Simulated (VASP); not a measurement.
Wanted: the native input for a VASP 6.6.1 run.

| Property | Result |
| --- | --- |
| Task | relaxation of the atoms |
| Functional | LDA |
| Potentials or basis | VASP PAW LDA potentials, release 64 (Ta_pv, As) |
| Cutoff | 450 eV |
| k mesh | 5 × 5 × 5 |
| Occupations | gaussian, width 0.02 eV |
| Spin | no spin polarisation |
| Dipole correction | no |
| Further INCAR settings | ALGO = Normal; EDIFF = 1e-07; IBRION = 2; EDIFFG = -0.01; NSW = 80 |

The structure of TaAs lies in POSCAR:

```
TaAs
1.0
   -1.7218130000      1.7218130000      5.8679420000
    1.7218130000     -1.7218130000      5.8679420000
    1.7218130000      1.7218130000     -5.8679420000
Ta As
2 2
Direct
    0.4737139364      0.9953006291      0.4890344564
    0.7341097304      0.7316662861     -0.0177788354
    0.1070306515      0.5919870042      0.5276451568
    0.3457568544      0.3391876455      0.0262062775
```

These files were run (other wordings do the same):

INCAR

```
SYSTEM = TaAs
PREC     = Accurate       ! precision mode
ENCUT    = 450            ! plane-wave cutoff, eV
EDIFF    = 1E-7           ! SCF threshold, eV
ISMEAR   = 0              ! smearing method
SIGMA    = 0.02           ! smearing width, eV
LREAL    = .FALSE.        ! projectors in reciprocal space
LASPH    = .TRUE.         ! aspherical terms in the spheres
NELM     = 120            ! most SCF steps
ALGO     = Normal         ! electronic algorithm
ISIF     = 2              ! what is computed and relaxed
LWAVE    = .FALSE.        ! write WAVECAR
LCHARG   = .FALSE.        ! write CHGCAR
IBRION   = 2              ! ionic algorithm
NSW      = 80             ! ionic steps
EDIFFG   = -0.01          ! ionic threshold
GGA_COMPAT= .FALSE.      
NELMIN   = 4
```

KPOINTS

```
regular mesh
0
G
  5 5 5
  0 0 0
```

Potentials or basis: VASP PAW LDA potentials, release 64 (Ta_pv, As).

Command:

```console
$ cat potpaw_LDA.64/Ta_pv/POTCAR potpaw_LDA.64/As/POTCAR > POTCAR
$ mpirun -np 1 vasp_std > vasp.out
```

Results of the run:

```yaml
Energy_gained_by_relaxing: 73.9 meV/atom
Ionic_steps: 9
Pressure_after_relaxing: -6.4 GPa
Largest_force_after_relaxing: 0.006 eV/Å
Band_gap_on_the_k_mesh: 0.25 eV (least direct gap 0.35 eV)
```

Caveat: spin-orbit coupling is left out, which moves the levels of the heavy elements.

Run time: 11 min on 1 thread of Intel(R) Xeon(R) Platinum 8259CL CPU @ 2.50GHz (Skylake/Cascade Lake) (shared host), peak memory 0.3 GiB.
